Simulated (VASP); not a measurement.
Write the native input for VASP 6.6.1 that does the following.

```yaml
Task: single point
Functional: PBEsol
Potentials_or_basis: VASP PAW PBE potentials, release 64 (Ni, O)
Cutoff: 520 eV
k_mesh: 11 × 11 × 11
Occupations: fermi-dirac, width 0.05 eV
Spin: collinear spin, ferromagnetic start
Starting_moments: "[1.0, 0.0, 0.0] μB"
Dipole_correction: no
Further_INCAR_settings: ALGO = Normal; EDIFF = 1e-07; NBANDS = 22
```

The structure of NiO2 lies in POSCAR:

```
NiO2
1.0
    1.3927183529      0.8040863159      6.9274859982
   -1.3927183529      0.8040863159      6.9274859982
    0.0000000000     -1.6081726319      6.9274859982
Ni O
1 2
Direct
    0.0000000000      0.0000000000      0.0000000000
    0.3787890000      0.3787890000      0.3787890000
    0.6212110000      0.6212110000      0.6212110000
```

The input as run:

INCAR

```
SYSTEM = NiO2
  PREC = Accurate
  ENCUT = 520
  EDIFF = 1E-7
  ISMEAR = -1
  SIGMA = 0.05
  LREAL = .FALSE.
  LASPH = .TRUE.
  NELM = 150
  ALGO = Normal
  ISIF = 2
  LWAVE = .FALSE.
  LCHARG = .FALSE.
  ISPIN = 2
  MAGMOM = 1 0 0
  LORBIT = 11
  LMAXMIX = 4
  GGA = PS
  NBANDS = 22
```

KPOINTS

```
regular mesh
0
G
  11 11 11
  0 0 0
```

Potentials or basis: VASP PAW PBE potentials, release 64 (Ni, O).

Run with:

```sh
$ cat potpaw_PBE.64/Ni/POTCAR potpaw_PBE.64/O/POTCAR > POTCAR
$ mpirun -np 1 vasp_std > vasp.out
```

Results of the run:

```
Pressure                                              : -0.9 GPa
Largest force                                         : 0.166 eV/Å
Band gap on the k mesh                                : 1.27 eV (least direct gap 1.54 eV)
Net moment                                            : 0.00 μB per cell
Valence electrons inside the program's atomic spheres : Ni 9.59; O 4.90
```

Caveat: the moments typed at the start vanished in this run; the PAW data sets were made with another functional, which shifts forces and pressure a little.

Run time: 51 min on 1 thread of Oxide Virtual Turin-like Processor, on a shared host, peak memory 0.6 GiB.
